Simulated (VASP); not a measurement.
# AgH8O4F: single point with PBE+D3(BJ)

The system is AgH8O4F.

```
CELL_PARAMETERS angstrom
5.47370 0.00000 0.00000
0.00000 5.47370 0.00000
0.00000 0.00000 5.47370
ATOMIC_POSITIONS crystal
O 0.03885 0.46165 0.19132
O 0.25712 0.85178 0.75647
O 0.44990 0.39686 0.45353
O 0.70655 0.10946 0.82875
H 0.07067 0.53388 0.03184
H 0.93578 0.58787 0.28367
H 0.09839 0.91504 0.70440
H 0.31146 0.74417 0.62446
H 0.55588 0.54390 0.42483
H 0.30187 0.41567 0.34859
H 0.68644 0.26956 0.75372
H 0.54830 0.03197 0.78691
Ag 0.70944 0.11862 0.26506
F 0.76652 0.73741 0.42905
```

```json
{"Program": "VASP 6.6.1", "Task": "single point", "Functional": "PBE", "Dispersion": "D3(BJ)", "Potentials or basis": "VASP PAW PBE potentials, release 64 (O, H, Ag, F)", "Cutoff": "520 eV", "k mesh": "1 × 1 × 1", "Occupations": "fermi-dirac, width 0.02 eV", "Spin": "no spin polarisation"}
```

```yaml
Pressure: -0.8 GPa
Largest_force: 0.246 eV/Å
Dispersion_energy_per_atom: -0.050 eV
```

Forces on the atoms (eV/Å):
```
O    0.014  0.090  0.040
O    0.043 -0.121 -0.076
O    0.011  0.173  0.045
O   -0.120  0.053  0.125
H    0.096 -0.003 -0.042
H    0.025 -0.069 -0.065
H   -0.022 -0.023  0.012
H   -0.125 -0.048  0.143
H    0.150  0.096  0.051
H   -0.099 -0.046 -0.092
H    0.029  0.100 -0.036
H    0.017 -0.184  0.043
Ag  -0.010 -0.174  0.043
F   -0.010  0.154 -0.192
```

Stress tensor (GPa, compression positive):
```
-1.85 -0.28  0.23
-0.28  0.52  0.85
 0.23  0.85 -1.04
```

Levels at points of the mesh, in eV from the Fermi level:
```
           k point  band 23  band 24  band 25  band 26  band 27  band 28
(0.00, 0.00, 0.00)    -0.92    -0.72    -0.48     2.31     6.29     6.99
```

It took 15 s on 1 thread of Intel(R) Xeon(R) Platinum 8488C (Sapphire Rapids) (shared host), peak memory 0.25 GiB.

Caveat: the k points lie up to 1.15 Å⁻¹ apart.
